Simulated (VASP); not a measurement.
The system is Ta4O.

```
Ta O
1.0
     3.25750    0.00000    0.00000
     0.00000    3.25750    0.00000
     0.00000    0.00000    7.40934
Ta O
4 1
Direct
  0.00000 0.00000 0.50000
  0.50000 0.50000 0.78316
  0.50000 0.50000 0.21684
  0.00000 0.00000 0.00000
  0.50000 0.50000 0.50000
```

* Program: VASP 6.6.1
* Task: relaxation of cell and atoms
* Functional: PBE
* Dispersion: D3(BJ)
* Potentials or basis: VASP PAW PBE potentials, release 64 (Ta_pv, O)
* Cutoff: 600 eV
* k mesh: 12 × 12 × 6
* Occupations: gaussian, width 0.1 eV
* Spin: no spin polarisation

At the start: pressure -6.4 GPa; volume 15.72 Å³/atom.

Question: Where does the relaxation end?

Answer: Over 10 steps the energy falls by 9.4 meV/atom and the volume is 15.26 Å³/atom (-2.9 %); space group P4/mmm (No. 123, to 0.1 Å) before and after.

Step by step:
| step | energy change (eV) | largest force (eV/Å) | pressure (GPa) | volume (Å³) |
| --- | --- | --- | --- | --- |
| 1 | 0.0000 | 0.0362 | -6.39 | 78.62 |
| 2 | 0.1890 | 0.2923 | 16.93 | 71.70 |
| 3 | -0.0461 | 0.0437 | -0.17 | 76.43 |
| 4 | -0.0461 | 0.0454 | -0.05 | 76.38 |
| 5 | -0.0461 | 0.0471 | 0.08 | 76.33 |
| 6 | -0.0469 | 0.0479 | 0.14 | 76.27 |
| 7 | -0.0469 | 0.0344 | 0.14 | 76.28 |
| 8 | -0.0469 | 0.0141 | -0.22 | 76.40 |
| 9 | -0.0470 | 0.0223 | -0.09 | 76.35 |
| 10 | -0.0470 | 0.0073 | 0.01 | 76.32 |

Final structure:
```yaml
crystal:
  lattice:
    - [3.22090, 0.00000, 0.00000]
    - [0.00000, 3.22090, 0.00000]
    - [0.00000, 0.00000, 7.35676]
  atoms:
    - { symbol: Ta, position: [0.00000, 0.00000, 0.50000] }
    - { symbol: Ta, position: [0.50000, 0.50000, 0.78303] }
    - { symbol: Ta, position: [0.50000, 0.50000, 0.21697] }
    - { symbol: Ta, position: [0.00000, 0.00000, 0.00000] }
    - { symbol: O, position: [0.50000, 0.50000, 0.50000] }
```
